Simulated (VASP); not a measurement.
# RbBr (Fm-3m) in VASP: further runs

RbBr is run at these levels: HSE06; tasks: single point.

Everything below comes from runs of VASP 6.6.1. Logs are shortened: lines on timing, memory, paths and dates and some standing lists are left out, and cuts for length are marked.

**1. The cell of the first run**

Symmetry: Fm-3m, No. 225, cubic system. The conventional cell has a = 6.922 Å, b = 6.922 Å, c = 6.922 Å, α = 90.00°, β = 90.00°, γ = 90.00°. Within 4.5 Å of Rb (site symmetry m-3m) lie 6 Br at 3.46 Å. Br (site symmetry m-3m) has 6 Rb at 3.46 Å within 4.5 Å.

**2. Single point, HSE06**

Contents of POSCAR:

```
RbBr
1.0
    0.0000000000      3.4608260907      3.4608260907
    3.4608260907      0.0000000000      3.4608260907
    3.4608260907      3.4608260907      0.0000000000
Rb Br
1 1
Direct
    0.0000000000      0.0000000000      0.0000000000
    0.5000000000      0.5000000000      0.5000000000
```

Contents of INCAR.step1:

```
SYSTEM = RbBr
PREC = Accurate
ENCUT = 400
EDIFF = 1E-5
ISMEAR = 0
SIGMA = 0.01
LREAL = .False.
LASPH = .True.
NELM = 120
ALGO = Normal
ISIF = 2
LWAVE = .True.
LCHARG = .False.
NBANDS = 15
GGA = PE
GGA_COMPAT = .False.
```

Contents of INCAR.step2:

```
SYSTEM = RbBr
PREC = Accurate
ENCUT = 400
EDIFF = 1E-6
ISMEAR = 0
SIGMA = 0.01
LREAL = .False.
LASPH = .True.
NELM = 120
ALGO = Normal
ISIF = 2
LWAVE = .False.
LCHARG = .False.
GGA = PE
LHFCALC = .True.
HFSCREEN = 0.2079
PRECFOCK = Normal
NBANDS = 15
ISTART = 1
GGA_COMPAT = .False.
```

Contents of KPOINTS:

```
regular mesh
0
Gamma
  4 4 4
  0 0 0
```

Potentials or basis: VASP PAW PBE potentials, release 64 (Rb_sv, Br).

Started as:

```console
$ cat potpaw_PBE.64/Rb_sv/POTCAR potpaw_PBE.64/Br/POTCAR > POTCAR
$ cp INCAR.step1 INCAR
$ mpirun -np 1 vasp_std > vasp.out
$ cp INCAR.step2 INCAR
$ mpirun -np 1 vasp_std > vasp.out
```

OUTCAR:

```text
SYSTEM = RbBr
   PREC = Accurate
   ENCUT = 400
   EDIFF = 1E-6
   ISMEAR = 0
   LREAL = .False.
   LASPH = .True.
   NELM = 120
   ISIF = 2
   GGA = PE
   LHFCALC = .True.
   HFSCREEN = 0.2079
   PRECFOCK = Normal
   ISTART = 1

 ion  position               nearest neighbor table
   1  0.000  0.000  0.000-   2 3.46   2 3.46   2 3.46   2 3.46   2 3.46   2 3.46
   2  0.500  0.500  0.500-   1 3.46   1 3.46   1 3.46   1 3.46   1 3.46   1 3.46

  LATTYP: Found a face centered cubic cell.
 ALAT       =     6.9216521814

  Lattice vectors:

 A1 = (   0.0000000000,   3.4608260907,   3.4608260907)
 A2 = (   3.4608260907,   0.0000000000,   3.4608260907)
 A3 = (   3.4608260907,   3.4608260907,   0.0000000000)

Analysis of symmetry for initial positions (statically):
=====================================================================
 Subroutine PRICEL returns:
 Original cell was already a primitive cell.

 Routine SETGRP: Setting up the symmetry group for a
 face centered cubic supercell.

 Subroutine GETGRP returns: Found 48 space group operations
 (whereof 48 operations were pure point group operations)
 out of a pool of 48 trial point group operations.

The static configuration has the point symmetry O_h .

Analysis of symmetry for dynamics (positions and initial velocities):
=====================================================================
 Subroutine PRICEL returns:
 Original cell was already a primitive cell.

 Routine SETGRP: Setting up the symmetry group for a
 face centered cubic supercell.

 Subroutine GETGRP returns: Found 48 space group operations
 (whereof 48 operations were pure point group operations)
 out of a pool of 48 trial point group operations.

The dynamic configuration has the point symmetry O_h .

 Subroutine INISYM returns: Found 48 space group operations
 (whereof 48 operations are pure point group operations),
 and found     1 'primitive' translations

----------------------------------------------------------------------------------------

                                     Primitive cell

  volume of cell :      82.9028

  direct lattice vectors                    reciprocal lattice vectors
     0.000000000  3.460826091  3.460826091    -0.144474177  0.144474177  0.144474177
     3.460826091  0.000000000  3.460826091     0.144474177 -0.144474177  0.144474177
     3.460826091  3.460826091  0.000000000     0.144474177  0.144474177 -0.144474177

  length of vectors
     4.894347194  4.894347194  4.894347194     0.250236614  0.250236614  0.250236614

  position of ions in fractional coordinates (direct lattice)
     0.000000000  0.000000000  0.000000000
     0.500000000  0.500000000  0.500000000

  ion indices of the primitive-cell ions
   primitive index   ion index
                 1           1
                 2           2

----------------------------------------------------------------------------------------

 KPOINTS: regular mesh

Automatic generation of k-mesh.
 Grid dimensions read from file:
 generate k-points for:    4    4    4

 Generating k-lattice:

  Cartesian coordinates                     Fractional coordinates (reciprocal lattice)
    -0.036118544  0.036118544  0.036118544     0.250000000  0.000000000  0.000000000
     0.036118544 -0.036118544  0.036118544     0.000000000  0.250000000  0.000000000
     0.036118544  0.036118544 -0.036118544     0.000000000  0.000000000  0.250000000

  Length of vectors
     0.062559154  0.062559154  0.062559154

  Shift w.r.t. Gamma in fractional coordinates (k-lattice)
     0.000000000  0.000000000  0.000000000

 Subroutine IBZKPT returns following result:
 ===========================================

 Found      8 irreducible k-points:

 Following reciprocal coordinates:
            Coordinates               Weight
  0.000000  0.000000  0.000000      1.000000
  0.250000  0.000000  0.000000      8.000000
  0.500000  0.000000  0.000000      4.000000
  0.250000  0.250000  0.000000      6.000000
  0.500000  0.250000  0.000000     24.000000
 -0.250000  0.250000  0.000000     12.000000
  0.500000  0.500000  0.000000      3.000000
 -0.250000  0.500000  0.250000      6.000000
   k-points           NKPTS =      8   k-points in BZ     NKDIM =     64   number of bands    NBANDS=     15
   number of dos      NEDOS =    301   number of ions     NIONS =      2
   total plane-waves  NPLWV =  32768
   dimension x,y,z NGX =    32 NGY =   32 NGZ =   32
   dimension x,y,z NGXF=    64 NGYF=   64 NGZF=   64
   ions per type =               1   1
   NGX,Y,Z   is equivalent  to a cutoff of  10.87, 10.87, 10.87 a.u.
   NGXF,Y,Z  is equivalent  to a cutoff of  21.74, 21.74, 21.74 a.u.
 SYSTEM =  RbBr
   PREC   = accura    normal or accurate (medium, high low for compatibility)
   ISTART =      1    job   : 0-new  1-cont  2-samecut
   ICHARG =      0    charge: 1-file 2-atom 10-const
   ISPIN  =      1    spin polarized calculation?
   LNONCOLLINEAR =      F non collinear calculations
   LSORBIT =      F    spin-orbit coupling
   LASPH  =      T    aspherical Exc in radial PAW
   ENCUT  =  400.0 eV  29.40 Ry    5.42 a.u.   7.98  7.98  7.98*2*pi/ulx,y,z
   NELM   =    120;   NELMIN=  2; NELMDL=  0     # of ELM steps
   EDIFF  = 0.1E-05   stopping-criterion for ELM
   LREAL  =      F    real-space projection
   EDIFFG = 0.1E-04   stopping-criterion for IOM
   NSW    =      0    number of steps for IOM
   IBRION =     -1    ionic relax: 0-MD 1-quasi-New 2-CG
   NFREE  =      0    steps in history (QN), initial steepest desc. (CG)
   ISIF   =      2    stress and relaxation
   ISYM   =      3    0-nonsym 1-usesym 2-fastsym
   POTIM  = 0.5000    time-step for ionic-motion
   TEBEG  =    0.0;   TEEND  =   0.0 temperature during run
   PSTRESS=    0.0 pullay stress
   NELECT =      16.0000    total number of electrons
   NUPDOWN=      -1.0000    fix difference up-down
   EMIN   =  10.00;   EMAX   =-10.00  energy-range for DOS
   EFERMI =   0.00;   METHOD = LEGACY
   ISMEAR =     0;   SIGMA  =   0.01  broadening in eV -4-tet -1-fermi 0-gaus
   EFERMI_NEDOS =   21; number of points for ismear=-14 and -15
   IALGO  =     38    algorithm
   IMIX   =      1    mixing-type and parameters
     AMIX     =   0.40;   BMIX     =  1.00
     AMIX_MAG =   1.60;   BMIX_MAG =  1.00
  volume/ion in A,a.u.               =      41.45       279.73
  Fermi-wavevector in a.u.,A,eV,Ry     =   0.946074  1.787820 12.177973  0.895056
  Thomas-Fermi vector in A             =   2.074037
   LORBIT       =      0    0 simple, 1 ext, 2 COOP (PROOUT), +10 PAW based schemes
   GGA     = PE    functional components
   LHFCALC =     T    Hartree Fock is set to
   PRECFOCK=normal    Normal, Fast or Accurate (Low or Medium for compatibility)
   ENCUT4O =  -1.0   cutoff for four orbital integrals eV
   NKREDX  =     1    reduce k-point grid by
   NKREDY  =     1    reduce k-point grid by
   NKREDZ  =     1    reduce k-point grid by
   AEXX    =    0.2500 exact exchange contribution
   HFSCREEN=    0.2079 screening length (either q_TF or 0.3 A-1)
   HFSCREENC=   0.2079 screening length for correlation (either q_TF or 0.3 A-1)
   ENCUTFOCK=  -1.0 apply spherical cutoff to Coloumb kernel
   IVDW    =     0    specifies the selected vdW correction
   LEPSILON=     F    determine dielectric tensor
   LRPA    =     F    only Hartree local field effects (RPA)
 non-spin polarized calculation
 Gauss-broadening in eV      SIGMA  =   0.01
  energy-cutoff  :      400.00
  volume of cell :       82.90
 maximum number of plane-waves:      1540
  NGX = 24; NGY = 24; NGZ = 24

 number of electron      15.9999998 magnetization

 Free energy of the ion-electron system (eV)
  ---------------------------------------------------
  ext. energy  EPLUGINS =         0.00000000
  ---------------------------------------------------
  free energy    TOTEN  =        -7.07323845 eV

  energy without entropy =       -7.07323845  energy(sigma->0) =       -7.07323845

 E-fermi :  -2.6582     XC(G=0):  -5.9843

 val. band max:       -2.7342780048   @ k =   0.0000   0.0000   0.0000
 cond. band min:       2.7079427556   @ k =   0.0000   0.0000   0.0000
 fundamental gap:      5.4422207604
 Fermi energy:        -2.6581930048

 k-point     1 :       0.0000    0.0000    0.0000
  band No.  band energies     occupation
      1     -28.8880      2.00000
      2     -15.9056      2.00000
      3     -11.8005      2.00000
      4     -11.8005      2.00000
      5     -11.8005      2.00000
      6      -2.7343      2.00000
      7      -2.7343      2.00000
      8      -2.7343      2.00000
      9       2.7079      0.00000
     10       5.7949      0.00000
     11       5.7949      0.00000
     12       5.7949      0.00000
     13       6.7498      0.00000
     14       6.7498      0.00000
     15       9.3032      0.00000

 k-point     2 :       0.2500    0.0000    0.0000
  band No.  band energies     occupation
      1     -28.8835      2.00000
      2     -15.9224      2.00000
      3     -11.8026      2.00000
      4     -11.8026      2.00000
      5     -11.7745      2.00000
      6      -3.2719      2.00000
      7      -2.9109      2.00000
      8      -2.9109      2.00000
      9       3.9587      0.00000
     10       5.5995      0.00000
     11       6.5300      0.00000
     12       6.5300      0.00000
     13       7.6144      0.00000
     14       7.6144      0.00000
     15      10.9396      0.00000

 k-point     3 :       0.5000    0.0000    0.0000
  band No.  band energies     occupation
      1     -28.8791      2.00000
      2     -15.9390      2.00000
      3     -11.8045      2.00000
      4     -11.8045      2.00000
      5     -11.7486      2.00000
      6      -3.7029      2.00000
      7      -3.0755      2.00000
      8      -3.0755      2.00000
      9       5.1420      0.00000
     10       6.1303      0.00000
     11       8.0803      0.00000
     12       8.0803      0.00000
     13       8.6131      0.00000
     14       8.6131      0.00000
     15       9.4476      0.00000

 k-point     4 :       0.2500    0.2500    0.0000
  band No.  band energies     occupation
      1     -28.8821      2.00000
      2     -15.9030      2.00000
      3     -11.8340      2.00000
      4     -11.8340      2.00000
      5     -11.7948      2.00000
      6      -3.3227      2.00000
      7      -2.8355      2.00000
      8      -2.8355      2.00000
      9       4.0791      0.00000
     10       4.7004      0.00000
     11       7.2200      0.00000
     12       7.2953      0.00000
     13       7.2953      0.00000
     14       8.0932      0.00000
     15      10.5841      0.00000

 k-point     5 :       0.5000    0.2500    0.0000
  band No.  band energies     occupation
      1     -28.8778      2.00000
      2     -15.8941      2.00000
      3     -11.8817      2.00000
      4     -11.8366      2.00000
      5     -11.8156      2.00000
      6      -3.3911      2.00000
      7      -3.0829      2.00000
      8      -2.9893      2.00000
      9       4.8785      0.00000
     10       5.7083      0.00000
     11       7.4362      0.00000
     12       7.8683      0.00000
     13       8.2737      0.00000
     14       8.7289      0.00000
     15       9.4837      0.00000

 k-point     6 :      -0.2500    0.2500    0.0000
  band No.  band energies     occupation
      1     -28.8792      2.00000
      2     -15.9138      2.00000
      3     -11.8763      2.00000
      4     -11.8052      2.00000
      5     -11.7678      2.00000
      6      -3.4924      2.00000
      7      -3.0610      2.00000
      8      -2.9858      2.00000
      9       5.1062      0.00000
     10       5.5938      0.00000
     11       7.1851      0.00000
     12       7.2678      0.00000
     13       7.9435      0.00000
     14       9.2308      0.00000
     15       9.5815      0.00000

 k-point     7 :       0.5000    0.5000    0.0000
  band No.  band energies     occupation
      1     -28.8765      2.00000
      2     -15.8477      2.00000
      3     -11.9711      2.00000
      4     -11.8683      2.00000
      5     -11.8683      2.00000
      6      -3.2267      2.00000
      7      -2.9026      2.00000
      8      -2.9026      2.00000
      9       4.0464      0.00000
     10       5.5700      0.00000
     11       7.5370      0.00000
     12       7.8432      0.00000
     13       8.0392      0.00000
     14       9.5039      0.00000
     15       9.5039      0.00000

 k-point     8 :      -0.2500    0.5000    0.2500
  band No.  band energies     occupation
      1     -28.8764      2.00000
      2     -15.8734      2.00000
      3     -11.9194      2.00000
      4     -11.9194      2.00000
      5     -11.7793      2.00000
      6      -3.2154      2.00000
      7      -3.0921      2.00000
      8      -3.0921      2.00000
      9       5.5099      0.00000
     10       5.5099      0.00000
     11       6.7318      0.00000
     12       7.1465      0.00000
     13       9.5137      0.00000
     14       9.5527      0.00000
     15       9.5891      0.00000

------------------------ aborting loop because EDIFF is reached ----------------------------------------

  FORCE on cell =-STRESS in cart. coord.  units (eV):
  Direction    XX          YY          ZZ          XY          YZ          ZX
  --------------------------------------------------------------------------------------
  -------------------------------------------------------------------------------------
  Total        0.1516711      0.1516711      0.1516711      0.0000000      0.0000000      0.0000000
  in kB        2.9311914      2.9311914      2.9311914      0.0000000      0.0000000      0.0000000
  external PRESSURE =       2.9311914 kB  Pullay stress =       0.0000000 kB

 VOLUME and BASIS-vectors are now :
 -----------------------------------------------------------------------------
  energy-cutoff  :      400.00
  volume of cell :       82.90
      direct lattice vectors                 reciprocal lattice vectors
     0.000000000  3.460826091  3.460826091    -0.144474177  0.144474177  0.144474177
     3.460826091  0.000000000  3.460826091     0.144474177 -0.144474177  0.144474177
     3.460826091  3.460826091  0.000000000     0.144474177  0.144474177 -0.144474177

 POSITION                                       TOTAL-FORCE (eV/Angst)
 -----------------------------------------------------------------------------------
      0.00000      0.00000      0.00000         0.000000      0.000000     -0.000000
      3.46083      3.46083      3.46083         0.000000     -0.000000      0.000000
 -----------------------------------------------------------------------------------
    total drift:                                0.000000      0.000000      0.000000

  FREE ENERGIE OF THE ION-ELECTRON SYSTEM (eV)
  ---------------------------------------------------
  free  energy   TOTEN  =        -7.0732384528 eV

  energy  without entropy=       -7.0732384528  energy(sigma->0) =       -7.07323845
```

Wall time 8.3 min (1 thread of Intel Xeon 8259CL, shared host); peak memory 0.28 GiB.

What came out:

| Item | Value |
| --- | --- |
| Free energy | -7.0732 eV |
| Pressure | 0.3 GPa |
| Band gap on the k mesh | 5.44 eV |

Caveat: the PAW data sets were made with another functional, which shifts forces and pressure a little.

**3. Single point, HSE06**

POSCAR is that of step 2.

Contents of INCAR.step1:

```
PREC     = Accurate       # precision mode
ENCUT    = 400            # plane-wave cutoff, eV
EDIFF    = 1E-5           # SCF threshold, eV
ISMEAR   = 0              # smearing method
SIGMA    = 0.01           # smearing width, eV
LREAL    = F              # projectors in reciprocal space
LASPH    = T              # aspherical terms in the spheres
NELM     = 120            # most SCF steps
ALGO     = Normal         # electronic algorithm
ISIF     = 2              # what is computed and relaxed
LWAVE    = T              # write WAVECAR
LCHARG   = F              # write CHGCAR
NBANDS   = 15             # bands
GGA      = PE             # functional
GGA_COMPAT= F
```

Contents of INCAR.step2:

```
PREC     = Accurate       # precision mode
ENCUT    = 400            # plane-wave cutoff, eV
EDIFF    = 1E-6           # SCF threshold, eV
ISMEAR   = 0              # smearing method
SIGMA    = 0.01           # smearing width, eV
LREAL    = F              # projectors in reciprocal space
LASPH    = T              # aspherical terms in the spheres
NELM     = 120            # most SCF steps
ALGO     = Normal         # electronic algorithm
ISIF     = 2              # what is computed and relaxed
LWAVE    = F              # write WAVECAR
LCHARG   = F              # write CHGCAR
GGA      = PE             # functional
LHFCALC  = T              # exact exchange
HFSCREEN = 0.2079         # screening, 1/A
PRECFOCK = Normal       
NBANDS   = 15             # bands
ISTART   = 1            
GGA_COMPAT= F
```

Contents of KPOINTS:

```
regular mesh
0
Gamma
  4 4 4
```

Potentials or basis: VASP PAW PBE potentials, release 64 (Rb_sv, Br).

Started as:

```console
$ cat potpaw_PBE.64/Rb_sv/POTCAR potpaw_PBE.64/Br/POTCAR > POTCAR
$ cp INCAR.step1 INCAR
$ mpirun -np 1 vasp_std > vasp.out
$ cp INCAR.step2 INCAR
$ mpirun -np 1 vasp_std > vasp.out
```

Run time: 7.5 min. Hardware: 1 thread of Intel Xeon 8259CL, shared host; peak memory 0.28 GiB.

Results (log left out):

```
Free energy            : -7.0732 eV
Pressure               : 0.3 GPa
Band gap on the k mesh : 5.44 eV
```

Levels at points of the mesh, in eV from the valence-band top:
```
           k point  band 6  band 7  band 8  band 9  band 10  band 11
(0.00, 0.00, 0.00)    0.00    0.00    0.00    5.44     8.53     8.53
(0.50, 0.00, 0.00)   -0.97   -0.34   -0.34    7.88     8.86    10.81
(0.50, 0.50, 0.00)   -0.49   -0.17   -0.17    6.78     8.30    10.27
```

Caveat: the PAW data sets were made with another functional, which shifts forces and pressure a little.

(Part 1 of 2 ends here.)
